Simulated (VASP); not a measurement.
# SnO (P4/nmm) in VASP: a series of runs, part 2 of 2

VASP 6.6.1. Earlier steps stand in the parts before.

**3. Single point, PBE (strain -0.030 along x and y, -0.015 along z)**

File INCAR:

```
PREC     = Accurate       # precision mode
ENCUT    = 520            # plane-wave cutoff, eV
EDIFF    = 1E-6           # SCF threshold, eV
ISMEAR   = 0              # smearing method
SIGMA    = 0.05           # smearing width, eV
LREAL    = False          # projectors in reciprocal space
LASPH    = True           # aspherical terms in the spheres
NELM     = 100            # most SCF steps
ALGO     = Normal         # electronic algorithm
ISIF     = 2              # what is computed and relaxed
LWAVE    = False          # write WAVECAR
LCHARG   = True           # write CHGCAR
GGA      = PE             # functional
LELF     = True           # ELF
LVHAR    = True         
NBANDS   = 28             # bands
```

File KPOINTS:

```
Automatic mesh
0
Gamma
  10 10 8
```

File POSCAR:

```
SnO
1.0
    3.7521256289      0.0000000000      0.0000000000
    0.0000000000      3.7521256289      0.0000000000
    0.0000000000      0.0000000000      4.9912677446
Sn O
2 2
Direct
    0.0000000000      0.5000000000      0.2287361932
    0.5000000000      0.0000000000      0.7712638068
    0.0000000000      0.0000000000      0.0000000000
    0.5000000000      0.5000000000      0.0000000000
```

Potentials or basis: VASP PAW PBE potentials, release 64 (Sn_d, O).

Launch:

```sh
$ cat potpaw_PBE.64/Sn_d/POTCAR potpaw_PBE.64/O/POTCAR > POTCAR
$ mpirun -np 1 vasp_std > vasp.out
```

OUTCAR:

```text
PREC = Accurate
   ENCUT = 520
   EDIFF = 1E-6
   ISMEAR = 0
   LREAL = False
   LASPH = True
   NELM = 100
   ISIF = 2
   GGA = PE

 ion  position               nearest neighbor table
   1  0.000  0.500  0.229-   3 2.20   4 2.20   3 2.20   4 2.20   2 3.50   2 3.50   2 3.50   2 3.50

   2  0.500  0.000  0.771-   3 2.20   4 2.20   4 2.20   3 2.20   1 3.50   1 3.50   1 3.50   1 3.50

   3  0.000  0.000  0.000-   1 2.20   2 2.20   1 2.20   2 2.20
   4  0.500  0.500  0.000-   1 2.20   2 2.20   2 2.20   1 2.20

  LATTYP: Found a simple tetragonal cell.
 ALAT       =     3.7521256289
 C/A-ratio  =     1.3302507001

  Lattice vectors:

 A1 = (   3.7521256289,   0.0000000000,   0.0000000000)
 A2 = (   0.0000000000,   3.7521256289,   0.0000000000)
 A3 = (   0.0000000000,   0.0000000000,   4.9912677446)

Analysis of symmetry for initial positions (statically):
=====================================================================
 Subroutine PRICEL returns:
 Original cell was already a primitive cell.

 Routine SETGRP: Setting up the symmetry group for a
 simple tetragonal supercell.

 Subroutine GETGRP returns: Found 16 space group operations
 (whereof  8 operations were pure point group operations)
 out of a pool of 16 trial point group operations.

The static configuration has the point symmetry D_2d.
 The point group associated with its full space group is D_4h.

Analysis of symmetry for dynamics (positions and initial velocities):
=====================================================================
 Subroutine PRICEL returns:
 Original cell was already a primitive cell.

 Routine SETGRP: Setting up the symmetry group for a
 simple tetragonal supercell.

 Subroutine GETGRP returns: Found 16 space group operations
 (whereof  8 operations were pure point group operations)
 out of a pool of 16 trial point group operations.

The dynamic configuration has the point symmetry D_2d.
 The point group associated with its full space group is D_4h.
[... 116 lines left out ...]
   EMIN   =  10.00;   EMAX   =-10.00  energy-range for DOS
   EFERMI =   0.00;   METHOD = LEGACY
   ISMEAR =     0;   SIGMA  =   0.05  broadening in eV -4-tet -1-fermi 0-gaus
   EFERMI_NEDOS =   21; number of points for ismear=-14 and -15
   IALGO  =     38    algorithm
   IMIX   =      4    mixing-type and parameters
     AMIX     =   0.40;   BMIX     =  1.00
     AMIX_MAG =   1.60;   BMIX_MAG =  1.00
  volume/ion in A,a.u.               =      17.57       118.55
  Fermi-wavevector in a.u.,A,eV,Ry     =   1.356770  2.563924 25.045949  1.840825
  Thomas-Fermi vector in A             =   2.483745
   LORBIT       =      0    0 simple, 1 ext, 2 COOP (PROOUT), +10 PAW based schemes
   GGA     = PE    functional components
   LHFCALC =     F    Hartree Fock is set to
   AEXX    =    0.0000 exact exchange contribution
   IVDW    =     0    specifies the selected vdW correction
   LEPSILON=     F    determine dielectric tensor
   LRPA    =     F    only Hartree local field effects (RPA)
 non-spin polarized calculation
 Gauss-broadening in eV      SIGMA  =   0.05
  energy-cutoff  :      520.00
  volume of cell :       70.27
 maximum number of plane-waves:      1916
 NGX is ok and might be reduce to    28
   NGX = 13   NGY = 13   NGZ = 19

 number of electron      40.0000008 magnetization

 Free energy of the ion-electron system (eV)
  ---------------------------------------------------
  ext. energy  EPLUGINS =         0.00000000
  ---------------------------------------------------
  free energy    TOTEN  =       -22.58264689 eV

  energy without entropy =      -22.58264237  energy(sigma->0) =      -22.58264463

 E-fermi :   7.4112     XC(G=0): -10.1990

 val. band max:        7.3097621482   @ k =   0.0000   0.0000   0.0000
 cond. band min:       7.5047639589   @ k =   0.5000   0.5000   0.0000
 fundamental gap:      0.1950018108
 Fermi energy:         7.4112432322

 k-point     1 :       0.0000    0.0000    0.0000
  band No.  band energies     occupation
      1     -14.9296      2.00000
      2     -14.4109      2.00000
      3     -14.3996      2.00000
      4     -14.3996      2.00000
      5     -14.3469      2.00000
      6     -14.3371      2.00000
[... 733 lines left out ...]
     27      14.6822      0.00000
     28      17.1191      0.00000

 [... further k-points ...]
[... 5 lines left out ...]
  --------------------------------------------------------------------------------------
  -------------------------------------------------------------------------------------
  Total        3.9143966      3.9143966      2.6411886      0.0000000      0.0000000      0.0000000
  in kB       89.2503237     89.2503237     60.2205036      0.0000000      0.0000000      0.0000000
  external PRESSURE =      79.5737170 kB  Pullay stress =       0.0000000 kB

 VOLUME and BASIS-vectors are now :
 -----------------------------------------------------------------------------
  energy-cutoff  :      520.00
  volume of cell :       70.27
      direct lattice vectors                 reciprocal lattice vectors
     3.752125629  0.000000000  0.000000000     0.266515596  0.000000000  0.000000000
     0.000000000  3.752125629  0.000000000     0.000000000  0.266515596  0.000000000
     0.000000000  0.000000000  4.991267745     0.000000000  0.000000000  0.200349901

 POSITION                                       TOTAL-FORCE (eV/Angst)
 -----------------------------------------------------------------------------------
      0.00000      1.87606      1.14168        -0.000000     -0.000000      1.126258
      1.87606      0.00000      3.84958         0.000000      0.000000     -1.126258
      0.00000      0.00000      0.00000         0.000000      0.000000      0.000000
      1.87606      1.87606      0.00000        -0.000000      0.000000      0.000000
 -----------------------------------------------------------------------------------
    total drift:                                0.000000      0.000000      0.000000

  FREE ENERGIE OF THE ION-ELECTRON SYSTEM (eV)
  ---------------------------------------------------
  free  energy   TOTEN  =       -22.5826468902 eV

  energy  without entropy=      -22.5826423671  energy(sigma->0) =      -22.58264463
```

Wall time 1.7 min (1 thread of AMD EPYC 9R45 (Zen 5), shared host); peak memory 0.26 GiB.

What came out:

```yaml
Free_energy: -22.5826 eV
Pressure: 8.0 GPa
Largest_force: 1.126 eV/Å
Band_gap_on_the_k_mesh: 0.20 eV (least direct gap 2.02 eV)
```

Forces on the atoms (eV/Å):
```
Sn   0.000  0.000  1.126
Sn   0.000  0.000 -1.126
O    0.000  0.000  0.000
O    0.000  0.000  0.000
```

Caveat: the cell differs from its parent crystal (strain -0.030 along x and y, -0.015 along z); the cell stands under pressure; spin-orbit coupling is left out, which moves the levels of the heavy elements; forces of over 1 eV/Å act on the atoms, so gaps and moduli don't describe the material at rest. A k mesh can miss the band edges.

**4. Single point, PBE (strain -0.030 along x and y, +0.000 along z)**

File INCAR:

```
SYSTEM = SnO
PREC = Accurate ; ENCUT = 520
EDIFF = 1E-6 ; ISMEAR = 0
SIGMA = 0.05 ; LREAL = .FALSE.
LASPH = .TRUE. ; NELM = 60
ALGO = Normal ; ISIF = 2
LWAVE = .FALSE. ; LCHARG = .FALSE.
GGA = PE ; NBANDS = 28
```

File KPOINTS:

```
regular mesh
0
G
  10 10 8
  0 0 0
```

POSCAR: that of step 3 with these lines changed.

```diff
@@ -4,3 +4,3 @@
     0.0000000000      3.7521256289      0.0000000000
-    0.0000000000      0.0000000000      4.9912677446
+    0.0000000000      0.0000000000      5.0672768981
 Sn O
```

Launch:

```sh
$ cat potpaw_PBE.64/Sn_d/POTCAR potpaw_PBE.64/O/POTCAR > POTCAR
$ mpirun -np 1 vasp_std > vasp.out
```

Wall time 96 s (1 thread of AMD EPYC 9R45 (Zen 5), shared host); peak memory 0.26 GiB.

It converged, with:

| Item | Value |
| --- | --- |
| Free energy | -22.6178 eV |
| Pressure | 6.5 GPa |
| Largest force | 0.808 eV/Å |
| Band gap on the k mesh | 0.21 eV (least direct gap 2.01 eV) |

Forces in eV/Å, atoms in the order of the input:
```
Sn   0.000  0.000  0.808
Sn   0.000  0.000 -0.808
O    0.000  0.000  0.000
O    0.000  0.000  0.000
```

Stress tensor (GPa, compression positive):
```
7.67 0.00 0.00
0.00 7.67 0.00
0.00 0.00 4.20
```

Levels at points of the mesh, in eV from the valence-band top:
| k point | band 17 | band 18 | band 19 | band 20 | band 21 | band 22 | band 23 | band 24 |
| --- | --- | --- | --- | --- | --- | --- | --- | --- |
| (0.00, 0.00, 0.00) | -3.71 | -3.32 | -3.32 | 0.00 | 2.01 | 3.80 | 4.94 | 4.94 |
| (0.50, 0.00, 0.00) | -5.05 | -5.05 | -2.79 | -2.79 | 2.88 | 2.88 | 5.81 | 5.81 |
| (0.50, 0.50, 0.00) | -2.65 | -2.65 | -1.99 | -1.99 | 0.21 | 0.21 | 4.25 | 4.25 |
| (0.00, 0.00, 0.50) | -3.47 | -3.33 | -3.33 | -2.54 | 1.77 | 3.21 | 3.21 | 3.90 |
| (0.50, 0.00, 0.50) | -5.03 | -5.03 | -1.91 | -1.91 | 2.25 | 2.25 | 5.67 | 5.67 |
| (0.50, 0.50, 0.50) | -2.65 | -2.65 | -2.59 | -2.59 | 2.31 | 2.31 | 3.59 | 3.59 |

Caveat: the cell differs from its parent crystal (strain -0.030 along x and y, +0.000 along z); the cell stands under pressure; spin-orbit coupling is left out, which moves the levels of the heavy elements.

**5. Single point, PBE (strain -0.015 along x and y, -0.030 along z)**

File INCAR:

```
PREC = Accurate ; ENCUT = 520
EDIFF = 1E-7 ; ISMEAR = 0
SIGMA = 0.05 ; LREAL = F
LASPH = T ; NELM = 80
ALGO = Normal ; ISIF = 2
LWAVE = F ; LCHARG = F
GGA = PE ; NBANDS = 28
```

File KPOINTS:

```
Automatic mesh
0
Gamma
  10 10 8
```

File POSCAR:

```
SnO
1.0
    3.8101481901      0.0000000000      0.0000000000
    0.0000000000      3.8101481901      0.0000000000
    0.0000000000      0.0000000000      4.9152585912
Sn O
2 2
Direct
    0.0000000000      0.5000000000      0.2287361932
    0.5000000000      0.0000000000      0.7712638068
    0.0000000000      0.0000000000      0.0000000000
    0.5000000000      0.5000000000      0.0000000000
```

Launch:

```sh
$ cat potpaw_PBE.64/Sn_d/POTCAR potpaw_PBE.64/O/POTCAR > POTCAR
$ mpirun -np 1 vasp_std > vasp.out
```

It took 2 min on 1 thread of AMD EPYC 9R45 (Zen 5), shared host; peak memory 0.26 GiB.

The run converged. Its results:

- Free energy: -22.6448 eV
- Pressure: 5.7 GPa
- Largest force: 1.009 eV/Å
- Band gap on the k mesh: 0.35 eV (least direct gap 1.95 eV)

Forces on the atoms (eV/Å):
```
Sn   0.000  0.000  1.009
Sn   0.000  0.000 -1.009
O    0.000  0.000  0.000
O    0.000  0.000  0.000
```

Stress tensor (GPa, compression positive):
```
5.83 0.00 0.00
0.00 5.83 0.00
0.00 0.00 5.36
```

Levels at points of the mesh, in eV from the valence-band top:
| k point | band 17 | band 18 | band 19 | band 20 | band 21 | band 22 | band 23 | band 24 |
| --- | --- | --- | --- | --- | --- | --- | --- | --- |
| (0.00, 0.00, 0.00) | -3.55 | -3.33 | -3.33 | -0.02 | 1.98 | 4.06 | 4.95 | 4.95 |
| (0.50, 0.00, 0.00) | -5.00 | -5.00 | -2.56 | -2.56 | 3.16 | 3.16 | 5.79 | 5.79 |
| (0.50, 0.50, 0.00) | -2.65 | -2.65 | -1.78 | -1.78 | 0.35 | 0.35 | 4.56 | 4.56 |
| (0.00, 0.00, 0.50) | -3.35 | -3.35 | -3.22 | -2.15 | 1.56 | 3.21 | 3.21 | 3.73 |
| (0.50, 0.00, 0.50) | -4.97 | -4.97 | -1.68 | -1.68 | 2.54 | 2.54 | 5.62 | 5.62 |
| (0.50, 0.50, 0.50) | -2.65 | -2.65 | -2.49 | -2.49 | 2.53 | 2.53 | 3.93 | 3.93 |

Caveat: the cell differs from its parent crystal (strain -0.015 along x and y, -0.030 along z); the cell stands under pressure; spin-orbit coupling is left out, which moves the levels of the heavy elements; forces of over 1 eV/Å act on the atoms, so gaps and moduli don't describe the material at rest.

**6. Single point, PBE (strain -0.030 along x and y, +0.015 along z)**

File INCAR:

```
SYSTEM = SnO
PREC = Accurate
ENCUT = 520
EDIFF = 1E-6
ISMEAR = 0
SIGMA = 0.05
LREAL = .FALSE.
LASPH = .TRUE.
NELM = 80
ALGO = Normal
ISIF = 2
LWAVE = .FALSE.
LCHARG = .FALSE.
GGA = PE
NBANDS = 28
```

File KPOINTS:

```
regular mesh
0
G
  10 10 8
  0 0 0
```

File POSCAR:

```
SnO
1.0
    3.7521256289      0.0000000000      0.0000000000
    0.0000000000      3.7521256289      0.0000000000
    0.0000000000      0.0000000000      5.1432860516
Sn O
2 2
Direct
    0.0000000000      0.5000000000      0.2287361932
    0.5000000000      0.0000000000      0.7712638068
    0.0000000000      0.0000000000      0.0000000000
    0.5000000000      0.5000000000      0.0000000000
```

Potentials or basis: VASP PAW PBE potentials, release 64 (Sn_d, O).

Launch:

```sh
$ cat potpaw_PBE.64/Sn_d/POTCAR potpaw_PBE.64/O/POTCAR > POTCAR
$ mpirun -np 1 vasp_std > vasp.out
```

OUTCAR:

```text
SYSTEM = SnO
   PREC = Accurate
   ENCUT = 520
   EDIFF = 1E-6
   ISMEAR = 0
   LREAL = .FALSE.
   LASPH = .TRUE.
   NELM = 80
   ISIF = 2
   GGA = PE

 ion  position               nearest neighbor table
   1  0.000  0.500  0.229-   3 2.21   4 2.21   3 2.21   4 2.21   2 3.55   2 3.55   2 3.55   2 3.55

   2  0.500  0.000  0.771-   3 2.21   4 2.21   4 2.21   3 2.21   1 3.55   1 3.55   1 3.55   1 3.55

   3  0.000  0.000  0.000-   1 2.21   2 2.21   1 2.21   2 2.21
   4  0.500  0.500  0.000-   1 2.21   2 2.21   2 2.21   1 2.21

  LATTYP: Found a simple tetragonal cell.
 ALAT       =     3.7521256289
 C/A-ratio  =     1.3707659498

  Lattice vectors:

 A1 = (   3.7521256289,   0.0000000000,   0.0000000000)
 A2 = (   0.0000000000,   3.7521256289,   0.0000000000)
 A3 = (   0.0000000000,   0.0000000000,   5.1432860516)

Analysis of symmetry for initial positions (statically):
=====================================================================
 Subroutine PRICEL returns:
 Original cell was already a primitive cell.

 Routine SETGRP: Setting up the symmetry group for a
 simple tetragonal supercell.
[... 168 lines left out ...]
  ext. energy  EPLUGINS =         0.00000000
  ---------------------------------------------------
  free energy    TOTEN  =       -22.64098186 eV

  energy without entropy =      -22.64098116  energy(sigma->0) =      -22.64098151

 E-fermi :   7.0406     XC(G=0): -10.0406

 val. band max:        6.9297526835   @ k =   0.0000   0.0000   0.0000
 cond. band min:       7.1559025882   @ k =   0.5000   0.5000   0.0000
 fundamental gap:      0.2261499047
 Fermi energy:         7.0406093260

 k-point     1 :       0.0000    0.0000    0.0000
  band No.  band energies     occupation
      1     -15.1852      2.00000
      2     -14.7492      2.00000
      3     -14.7198      2.00000
      4     -14.7198      2.00000
      5     -14.6836      2.00000
      6     -14.6623      2.00000
[... 733 lines left out ...]
     27      14.2986      0.00000
     28      16.7656      0.00000

 [... further k-points ...]
[... 5 lines left out ...]
  --------------------------------------------------------------------------------------
  -------------------------------------------------------------------------------------
  Total        2.9491402      2.9491402      1.0947966      0.0000000      0.0000000      0.0000000
  in kB       65.2545166     65.2545166     24.2241522      0.0000000      0.0000000      0.0000000
  external PRESSURE =      51.5777285 kB  Pullay stress =       0.0000000 kB

 VOLUME and BASIS-vectors are now :
 -----------------------------------------------------------------------------
  energy-cutoff  :      520.00
  volume of cell :       72.41
      direct lattice vectors                 reciprocal lattice vectors
     3.752125629  0.000000000  0.000000000     0.266515596  0.000000000  0.000000000
     0.000000000  3.752125629  0.000000000     0.000000000  0.266515596  0.000000000
     0.000000000  0.000000000  5.143286052     0.000000000  0.000000000  0.194428229

 POSITION                                       TOTAL-FORCE (eV/Angst)
 -----------------------------------------------------------------------------------
      0.00000      1.87606      1.17646        -0.000000      0.000000      0.490439
      1.87606      0.00000      3.96683        -0.000000      0.000000     -0.490439
      0.00000      0.00000      0.00000         0.000000     -0.000000      0.000000
      1.87606      1.87606      0.00000        -0.000000      0.000000      0.000000
 -----------------------------------------------------------------------------------
    total drift:                                0.000000      0.000000      0.000000

  FREE ENERGIE OF THE ION-ELECTRON SYSTEM (eV)
  ---------------------------------------------------
  free  energy   TOTEN  =       -22.6409818605 eV

  energy  without entropy=      -22.6409811647  energy(sigma->0) =      -22.64098151
```

Run time: 1.9 min. Hardware: 1 thread of AMD EPYC 9R45 (Zen 5), shared host; peak memory 0.26 GiB.

Results:

```
Free energy            : -22.6410 eV
Pressure               : 5.2 GPa
Largest force          : 0.490 eV/Å
Band gap on the k mesh : 0.23 eV (least direct gap 2.01 eV)
```

Forces on the atoms (eV/Å):
```
Sn   0.000  0.000  0.490
Sn   0.000  0.000 -0.490
O    0.000  0.000  0.000
O    0.000  0.000  0.000
```

Levels at points of the mesh, in eV from the valence-band top:
| k point | band 17 | band 18 | band 19 | band 20 | band 21 | band 22 | band 23 | band 24 |
| --- | --- | --- | --- | --- | --- | --- | --- | --- |
| (0.00, 0.00, 0.00) | -3.63 | -3.18 | -3.18 | 0.00 | 2.01 | 3.79 | 4.94 | 4.94 |
| (0.50, 0.00, 0.00) | -4.91 | -4.91 | -2.76 | -2.76 | 2.80 | 2.80 | 5.80 | 5.80 |
| (0.50, 0.50, 0.00) | -2.52 | -2.52 | -2.01 | -2.01 | 0.23 | 0.23 | 4.21 | 4.21 |
| (0.00, 0.00, 0.50) | -3.57 | -3.19 | -3.19 | -2.56 | 1.88 | 3.25 | 3.25 | 3.96 |
| (0.50, 0.00, 0.50) | -4.89 | -4.89 | -1.91 | -1.91 | 2.17 | 2.17 | 5.68 | 5.68 |
| (0.50, 0.50, 0.50) | -2.57 | -2.57 | -2.52 | -2.52 | 2.30 | 2.30 | 3.47 | 3.47 |

Caveat: the cell differs from its parent crystal (strain -0.030 along x and y, +0.015 along z); the cell stands under pressure; spin-orbit coupling is left out, which moves the levels of the heavy elements. A k mesh can miss the band edges.

**7. The runs side by side**

| cell | gap on the mesh (eV) | pressure (GPa) | largest force (eV/Å) |
| --- | --- | --- | --- |
| a = 3.752, b = 3.752, c = 4.915 Å, 4 atoms | 0.19 | 9.5 | 1.44 |
| a = 3.752, b = 3.752, c = 4.991 Å, 4 atoms | 0.20 | 8.0 | 1.13 |
| a = 3.752, b = 3.752, c = 5.067 Å, 4 atoms | 0.21 | 6.5 | 0.81 |
| a = 3.810, b = 3.810, c = 4.915 Å, 4 atoms | 0.35 | 5.7 | 1.01 |
| a = 3.752, b = 3.752, c = 5.143 Å, 4 atoms | 0.23 | 5.2 | 0.49 |

Alike in all rows: task single point; level PBE; potentials or basis VASP PAW PBE potentials, release 64 (Sn_d, O); no spin polarisation; k mesh 10 × 10 × 8; cutoff (eV) 520; smearing gaussian 0.05 eV.

Caveats: the cell stands under pressure; spin-orbit coupling is left out, which moves the levels of the heavy elements; forces of over 1 eV/Å act on the atoms, so gaps and moduli don't describe the material at rest (at least some runs).

Total energies depend on the potentials used, so only differences within one code and one set of settings carry meaning.
